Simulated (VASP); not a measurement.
# BiAu (Fm-3m) in VASP: a series of runs

Runs on BiAu. Level: r2SCAN. Tasks: single point.

Program: VASP 6.6.1. These are calculated values, not measurements. Logs are shortened: lines on timing, memory, paths and dates and some standing lists are left out, and cuts for length are marked.

### 1 The cell of the first run

It takes space group Fm-3m (No. 225, cubic). Conventional cell: a = 5.920 Å, b = 5.920 Å, c = 5.920 Å, α = 90.00°, β = 90.00°, γ = 90.00°. Au (site symmetry m-3m) has 6 Bi at 2.96 Å within 3.9 Å. Within 3.9 Å of Bi (site symmetry m-3m) lie 6 Au at 2.96 Å.

### 2 Single point, r2SCAN (25.94 Å³/atom)

Contents of POSCAR:

```
BiAu
1.0
    0.0000000000      2.9602406283      2.9602406283
    2.9602406283      0.0000000000      2.9602406283
    2.9602406283      2.9602406283      0.0000000000
Au Bi
1 1
Direct
    0.5000000000      0.5000000000      0.5000000000
    0.0000000000      0.0000000000      0.0000000000
```

Contents of INCAR.step1:

```
PREC     = Accurate       # precision mode
ENCUT    = 520            # plane-wave cutoff, eV
ISMEAR   = 0              # smearing method
SIGMA    = 0.05           # smearing width, eV
LREAL    = F              # projectors in reciprocal space
LASPH    = T              # aspherical terms in the spheres
NELM     = 60             # most SCF steps
NBANDS   = 20             # bands
GGA      = PE             # functional
ALGO     = Normal         # electronic algorithm
EDIFF    = 1E-4           # SCF threshold, eV
LWAVE    = T              # write WAVECAR
LCHARG   = F              # write CHGCAR
```

Contents of INCAR.step2:

```
PREC     = Accurate       # precision mode
ENCUT    = 520            # plane-wave cutoff, eV
EDIFF    = 1E-6           # SCF threshold, eV
ISMEAR   = 0              # smearing method
SIGMA    = 0.05           # smearing width, eV
LREAL    = F              # projectors in reciprocal space
LASPH    = T              # aspherical terms in the spheres
NELM     = 60             # most SCF steps
ALGO     = Normal         # electronic algorithm
ISIF     = 2              # what is computed and relaxed
LWAVE    = F              # write WAVECAR
LCHARG   = F              # write CHGCAR
METAGGA  = R2SCAN         # meta-GGA
LMIXTAU  = T            
NBANDS   = 20             # bands
ISTART   = 1
```

Contents of KPOINTS:

```
regular mesh
0
Gamma
  10 10 10
```

Potentials or basis: VASP PAW PBE potentials, release 64 (Au, Bi_d).

Run with:

```sh
cat potpaw_PBE.64/Au/POTCAR potpaw_PBE.64/Bi_d/POTCAR > POTCAR
cp INCAR.step1 INCAR
mpirun -np 1 vasp_std > vasp.out
cp INCAR.step2 INCAR
mpirun -np 1 vasp_std > vasp.out
```

OUTCAR:

```text
PREC = Accurate
   ENCUT = 520
   EDIFF = 1E-6
   ISMEAR = 0
   LREAL = F
   LASPH = T
   NELM = 60
   ISIF = 2
   METAGGA = R2SCAN
   ISTART = 1

 ion  position               nearest neighbor table
   1  0.500  0.500  0.500-   2 2.96   2 2.96   2 2.96   2 2.96   2 2.96   2 2.96
   2  0.000  0.000  0.000-   1 2.96   1 2.96   1 2.96   1 2.96   1 2.96   1 2.96

  LATTYP: Found a face centered cubic cell.
 ALAT       =     5.9204812566

  Lattice vectors:

 A1 = (   0.0000000000,   2.9602406283,   2.9602406283)
 A2 = (   2.9602406283,   0.0000000000,   2.9602406283)
 A3 = (   2.9602406283,   2.9602406283,   0.0000000000)

Analysis of symmetry for initial positions (statically):
=====================================================================
 Subroutine PRICEL returns:
 Original cell was already a primitive cell.

 Routine SETGRP: Setting up the symmetry group for a
 face centered cubic supercell.

 Subroutine GETGRP returns: Found 48 space group operations
 (whereof 48 operations were pure point group operations)
 out of a pool of 48 trial point group operations.

The static configuration has the point symmetry O_h .

Analysis of symmetry for dynamics (positions and initial velocities):
=====================================================================
 Subroutine PRICEL returns:
 Original cell was already a primitive cell.

 Routine SETGRP: Setting up the symmetry group for a
 face centered cubic supercell.

 Subroutine GETGRP returns: Found 48 space group operations
 (whereof 48 operations were pure point group operations)
 out of a pool of 48 trial point group operations.

The dynamic configuration has the point symmetry O_h .

 Subroutine INISYM returns: Found 48 space group operations
 (whereof 48 operations are pure point group operations),
 and found     1 'primitive' translations

----------------------------------------------------------------------------------------

                                     Primitive cell

  volume of cell :      51.8813

  direct lattice vectors                    reciprocal lattice vectors
     0.000000000  2.960240628  2.960240628    -0.168905188  0.168905188  0.168905188
     2.960240628  0.000000000  2.960240628     0.168905188 -0.168905188  0.168905188
     2.960240628  2.960240628  0.000000000     0.168905188  0.168905188 -0.168905188

  length of vectors
     4.186412444  4.186412444  4.186412444     0.292552367  0.292552367  0.292552367

  position of ions in fractional coordinates (direct lattice)
     0.500000000  0.500000000  0.500000000
     0.000000000  0.000000000  0.000000000

  ion indices of the primitive-cell ions
   primitive index   ion index
                 1           1
                 2           2

----------------------------------------------------------------------------------------

 KPOINTS: regular mesh

Automatic generation of k-mesh.
 Grid dimensions read from file:
 generate k-points for:   10   10   10

 Generating k-lattice:

  Cartesian coordinates                     Fractional coordinates (reciprocal lattice)
    -0.016890519  0.016890519  0.016890519     0.100000000  0.000000000  0.000000000
     0.016890519 -0.016890519  0.016890519     0.000000000  0.100000000  0.000000000
     0.016890519  0.016890519 -0.016890519     0.000000000  0.000000000  0.100000000

  Length of vectors
     0.029255237  0.029255237  0.029255237

  Shift w.r.t. Gamma in fractional coordinates (k-lattice)
     0.000000000  0.000000000  0.000000000

 Subroutine IBZKPT returns following result:
 ===========================================

 Found     47 irreducible k-points:

 Following reciprocal coordinates:
            Coordinates               Weight
  0.000000  0.000000  0.000000      1.000000
  0.100000  0.000000  0.000000      8.000000
  0.200000  0.000000  0.000000      8.000000
  0.300000  0.000000  0.000000      8.000000
  0.400000  0.000000  0.000000      8.000000
  0.500000  0.000000  0.000000      4.000000
[... 16 lines left out ...]
  0.300000  0.300000  0.000000      6.000000
  0.400000  0.300000  0.000000     24.000000
 [... further k-points ...]
   k-points           NKPTS =     47   k-points in BZ     NKDIM =     47   number of bands    NBANDS=     20
   number of dos      NEDOS =    301   number of ions     NIONS =      2
   total plane-waves  NPLWV =  32768
   dimension x,y,z NGX =    32 NGY =   32 NGZ =   32
   dimension x,y,z NGXF=    64 NGYF=   64 NGZF=   64
   ions per type =               1   1
   NGX,Y,Z   is equivalent  to a cutoff of  12.71, 12.71, 12.71 a.u.
   NGXF,Y,Z  is equivalent  to a cutoff of  25.41, 25.41, 25.41 a.u.
 SYSTEM =  unknown system
   PREC   = accura    normal or accurate (medium, high low for compatibility)
   ISTART =      1    job   : 0-new  1-cont  2-samecut
   ICHARG =      0    charge: 1-file 2-atom 10-const
   ISPIN  =      1    spin polarized calculation?
   LNONCOLLINEAR =      F non collinear calculations
[... 72 lines left out ...]
  band No.  band energies     occupation
      1     -16.2985      2.00000
      2     -16.2985      2.00000
      3     -16.2703      2.00000
      4     -16.2692      2.00000
      5     -16.2692      2.00000
      6      -5.4928      2.00000
[... 12 lines left out ...]
     19      15.9076      0.00000
     20      17.5383      0.00000

 k-point     3 :       0.2000    0.0000    0.0000
  band No.  band energies     occupation
      1     -16.2955      2.00000
      2     -16.2955      2.00000
      3     -16.2682      2.00000
      4     -16.2640      2.00000
      5     -16.2639      2.00000
      6      -5.1657      2.00000
[... 12 lines left out ...]
     19      15.7324      0.00000
     20      18.0735      0.00000

 k-point     4 :       0.3000    0.0000    0.0000
  band No.  band energies     occupation
      1     -16.2925      2.00000
      2     -16.2925      2.00000
      3     -16.2658      2.00000
      4     -16.2566      2.00000
      5     -16.2566      2.00000
      6      -4.6779      2.00000
[... 12 lines left out ...]
     19      16.6863      0.00000
     20      18.8922      0.00000

 k-point     5 :       0.4000    0.0000    0.0000
  band No.  band energies     occupation
      1     -16.2906      2.00000
      2     -16.2906      2.00000
      3     -16.2638      2.00000
      4     -16.2503      2.00000
      5     -16.2503      2.00000
      6      -4.1675      2.00000
[... 12 lines left out ...]
     19      18.4865      0.00000
     20      20.0095      0.00000

 k-point     6 :       0.5000    0.0000    0.0000
  band No.  band energies     occupation
      1     -16.2899      2.00000
      2     -16.2899      2.00000
      3     -16.2630      2.00000
      4     -16.2478      2.00000
      5     -16.2478      2.00000
      6      -3.9240      2.00000
[... 12 lines left out ...]
     19      20.0679      0.00000
     20      21.0276      0.00000

 k-point     7 :       0.1000    0.1000    0.0000
  band No.  band energies     occupation
      1     -16.2984      2.00000
      2     -16.2979      2.00000
      3     -16.2722      2.00000
      4     -16.2676      2.00000
      5     -16.2676      2.00000
      6      -5.4571      2.00000
[... 12 lines left out ...]
     19      16.1987      0.00000
     20      18.0266      0.00000
[... 277 lines left out ...]
 k-point    20 :      -0.4000    0.2000    0.0000
  band No.  band energies     occupation
      1     -16.2968      2.00000
      2     -16.2856      2.00000
      3     -16.2598      2.00000
      4     -16.2519      2.00000
      5     -16.2471      2.00000
      6      -3.9121      2.00000
[... 12 lines left out ...]
     19      18.4095      0.00000
     20      19.3987      0.00000

 k-point    21 :      -0.3000    0.2000    0.0000
  band No.  band energies     occupation
      1     -16.2965      2.00000
      2     -16.2859      2.00000
      3     -16.2604      2.00000
      4     -16.2525      2.00000
      5     -16.2524      2.00000
      6      -4.1567      2.00000
[... 12 lines left out ...]
     19      18.3368      0.00000
     20      18.8047      0.00000

 k-point    22 :      -0.2000    0.2000    0.0000
  band No.  band energies     occupation
      1     -16.2959      2.00000
      2     -16.2884      2.00000
      3     -16.2646      2.00000
      4     -16.2583      2.00000
      5     -16.2538      2.00000
      6      -4.5618      2.00000
[... 12 lines left out ...]
     19      17.7998      0.00000
     20      18.3872      0.00000

 k-point    23 :       0.3000    0.3000    0.0000
  band No.  band energies     occupation
      1     -16.3002      2.00000
      2     -16.2900      2.00000
      3     -16.2790      2.00000
      4     -16.2482      2.00000
      5     -16.2482      2.00000
      6      -4.5576      2.00000
[... 12 lines left out ...]
     19      17.4135      0.00000
     20      20.9024      0.00000

 k-point    24 :       0.4000    0.3000    0.0000
  band No.  band energies     occupation
      1     -16.3031      2.00000
      2     -16.2877      2.00000
      3     -16.2785      2.00000
      4     -16.2445      2.00000
      5     -16.2437      2.00000
      6      -4.2944      2.00000
[... 12 lines left out ...]
     19      19.2028      0.00000
     20      21.0008      0.00000

 [... further k-points ...]
[... 5 lines left out ...]
  --------------------------------------------------------------------------------------
  -------------------------------------------------------------------------------------
  Total       -0.4856427     -0.4856427     -0.4856427      0.0000000     -0.0000000     -0.0000000
  in kB      -14.9974136    -14.9974136    -14.9974136      0.0000000     -0.0000000     -0.0000000
  external PRESSURE =     -14.9974136 kB  Pullay stress =       0.0000000 kB

 VOLUME and BASIS-vectors are now :
 -----------------------------------------------------------------------------
  energy-cutoff  :      520.00
  volume of cell :       51.88
      direct lattice vectors                 reciprocal lattice vectors
     0.000000000  2.960240628  2.960240628    -0.168905188  0.168905188  0.168905188
     2.960240628  0.000000000  2.960240628     0.168905188 -0.168905188  0.168905188
     2.960240628  2.960240628  0.000000000     0.168905188  0.168905188 -0.168905188

 POSITION                                       TOTAL-FORCE (eV/Angst)
 -----------------------------------------------------------------------------------
      2.96024      2.96024      2.96024        -0.000000     -0.000000      0.000000
      0.00000      0.00000      0.00000         0.000000      0.000000     -0.000000
 -----------------------------------------------------------------------------------
    total drift:                                0.000000     -0.000000     -0.000000

  FREE ENERGIE OF THE ION-ELECTRON SYSTEM (eV)
  ---------------------------------------------------
  free  energy   TOTEN  =      -109.0477832490 eV

  energy  without entropy=     -109.0459133932  energy(sigma->0) =     -109.04684832
```

Wall time 2.5 min (1 thread of Intel Xeon 8259CL, shared host); peak memory 0.22 GiB.

What came out:

```
Free energy            : -109.0478 eV
Pressure               : -1.5 GPa
Band gap on the k mesh : zero (bands 13 and 14 overlap by 5.18 eV)
```

Caveat: the PAW data sets were made with another functional, which shifts forces and pressure a little; spin-orbit coupling is left out, which moves the levels of the heavy elements.

### 3 Single point, r2SCAN

This run uses another cell than the first one, of 26.16 Å³/atom.

Contents of POSCAR:

```
BiAu
1.0
    0.0000000000      2.9687182905      2.9687182905
    2.9687182905      0.0000000000      2.9687182905
    2.9687182905      2.9687182905      0.0000000000
Au Bi
1 1
Direct
    0.5000000000      0.5000000000      0.5000000000
    0.0000000000      0.0000000000      0.0000000000
```

Contents of INCAR.step1:

```
SYSTEM = BiAu
  ALGO = Normal
  EDIFF = 1E-4
  ENCUT = 520
  GGA = PE
  ISMEAR = 0
  LASPH = .True.
  LCHARG = .False.
  LREAL = .False.
  LWAVE = .True.
  NBANDS = 20
  NELM = 100
  PREC = Accurate
  SIGMA = 0.05
```

Contents of INCAR.step2:

```
SYSTEM = BiAu
  ALGO = Normal
  EDIFF = 1E-6
  ENCUT = 520
  ISIF = 2
  ISMEAR = 0
  ISTART = 1
  LASPH = .True.
  LCHARG = .False.
  LMIXTAU = .True.
  LREAL = .False.
  LWAVE = .False.
  METAGGA = R2SCAN
  NBANDS = 20
  NELM = 100
  PREC = Accurate
  SIGMA = 0.05
```

Contents of KPOINTS:

```
k-points
0
Gamma
  10 10 10
  0 0 0
```

Potentials or basis: VASP PAW PBE potentials, release 64 (Au, Bi_d).

Run with:

```sh
cat potpaw_PBE.64/Au/POTCAR potpaw_PBE.64/Bi_d/POTCAR > POTCAR
cp INCAR.step1 INCAR
mpirun -np 1 vasp_std > vasp.out
cp INCAR.step2 INCAR
mpirun -np 1 vasp_std > vasp.out
```

It took 2.8 min on 1 thread of Intel Xeon 8259CL, shared host; peak memory 0.22 GiB.

Results (log left out):

```
Free energy            : -109.0430 eV
Pressure               : -2.1 GPa
Band gap on the k mesh : zero (bands 13 and 14 overlap by 5.12 eV)
```

Levels at points of the mesh, in eV from the Fermi level:
| k point | band 11 | band 12 | band 13 | band 14 | band 15 | band 16 |
| --- | --- | --- | --- | --- | --- | --- |
| (0.00, 0.00, 0.00) | -4.51 | 0.96 | 0.96 | 0.96 | 0.98 | 8.07 |
| (0.50, 0.00, 0.00) | -4.24 | -3.81 | 2.95 | 2.95 | 3.60 | 5.30 |
| (0.50, 0.50, 0.00) | -4.08 | -3.37 | -1.43 | -1.43 | -1.37 | 6.38 |

Caveat: the PAW data sets were made with another functional, which shifts forces and pressure a little; spin-orbit coupling is left out, which moves the levels of the heavy elements.

### 4 Single point, r2SCAN (26.45 Å³/atom)

This run uses another cell than the first one, of 26.45 Å³/atom.

Contents of POSCAR:

```
BiAu
1.0
    0.0000000000      2.9794635087      2.9794635087
    2.9794635087      0.0000000000      2.9794635087
    2.9794635087      2.9794635087      0.0000000000
Au Bi
1 1
Direct
    0.5000000000      0.5000000000      0.5000000000
    0.0000000000      0.0000000000      0.0000000000
```

Contents of INCAR.step1:

```
PREC     = Accurate       # precision mode
ENCUT    = 520            # plane-wave cutoff, eV
ISMEAR   = 0              # smearing method
SIGMA    = 0.05           # smearing width, eV
LREAL    = F              # projectors in reciprocal space
LASPH    = T              # aspherical terms in the spheres
NELM     = 100            # most SCF steps
NBANDS   = 20             # bands
GGA      = PE             # functional
ALGO     = Normal         # electronic algorithm
EDIFF    = 1E-4           # SCF threshold, eV
LWAVE    = T              # write WAVECAR
LCHARG   = F              # write CHGCAR
```

Contents of INCAR.step2:

```
PREC     = Accurate       # precision mode
ENCUT    = 520            # plane-wave cutoff, eV
EDIFF    = 1E-7           # SCF threshold, eV
ISMEAR   = 0              # smearing method
SIGMA    = 0.05           # smearing width, eV
LREAL    = F              # projectors in reciprocal space
LASPH    = T              # aspherical terms in the spheres
NELM     = 100            # most SCF steps
ALGO     = Normal         # electronic algorithm
ISIF     = 2              # what is computed and relaxed
LWAVE    = F              # write WAVECAR
LCHARG   = F              # write CHGCAR
METAGGA  = R2SCAN         # meta-GGA
LMIXTAU  = T            
NBANDS   = 20             # bands
ISTART   = 1
```

Contents of KPOINTS:

```
Automatic mesh
0
Gamma
  10 10 10
```

Run with:

```sh
cat potpaw_PBE.64/Au/POTCAR potpaw_PBE.64/Bi_d/POTCAR > POTCAR
cp INCAR.step1 INCAR
mpirun -np 1 vasp_std > vasp.out
cp INCAR.step2 INCAR
mpirun -np 1 vasp_std > vasp.out
```

Run time: 3.1 min. Hardware: 1 thread of Intel Xeon 8259CL, shared host; peak memory 0.22 GiB.

Results (log left out):

| Property | Result |
| --- | --- |
| Free energy | -109.0344 eV |
| Pressure | -2.8 GPa |
| Band gap on the k mesh | zero (bands 13 and 14 overlap by 5.04 eV) |

Levels at points of the mesh, in eV from the Fermi level:
```tsv
k point	band 9	band 10	band 11	band 12	band 13	band 14	band 15	band 16	band 17	band 18
(0.00, 0.00, 0.00)	-4.49	-4.46	-4.46	0.90	0.95	0.95	0.95	8.09	9.01	9.01
(0.50, 0.00, 0.00)	-5.32	-4.20	-4.20	-3.77	2.91	2.91	3.59	5.29	5.29	6.29
(0.50, 0.50, 0.00)	-4.08	-4.04	-4.04	-3.35	-1.40	-1.40	-1.38	6.36	11.64	11.64
```

Caveat: the PAW data sets were made with another functional, which shifts forces and pressure a little; spin-orbit coupling is left out, which moves the levels of the heavy elements.

### 5 Overview

```tsv
cell	gap on the mesh (eV)	pressure (GPa)
a = 4.186 Å, angles 60.0°, 2 atoms	none	-1.5
a = 4.198 Å, angles 60.0°, 2 atoms	none	-2.1
a = 4.214 Å, angles 60.0°, 2 atoms	none	-2.8
```

Alike in all rows: task single point; level r2SCAN; potentials or basis VASP PAW PBE potentials, release 64 (Au, Bi_d); no spin polarisation; k mesh 10 × 10 × 10; cutoff (eV) 520; smearing gaussian 0.05 eV.

Caveats: the PAW data sets were made with another functional, which shifts forces and pressure a little; spin-orbit coupling is left out, which moves the levels of the heavy elements.

Total energies depend on the potentials used, so only differences within one code and one set of settings carry meaning.
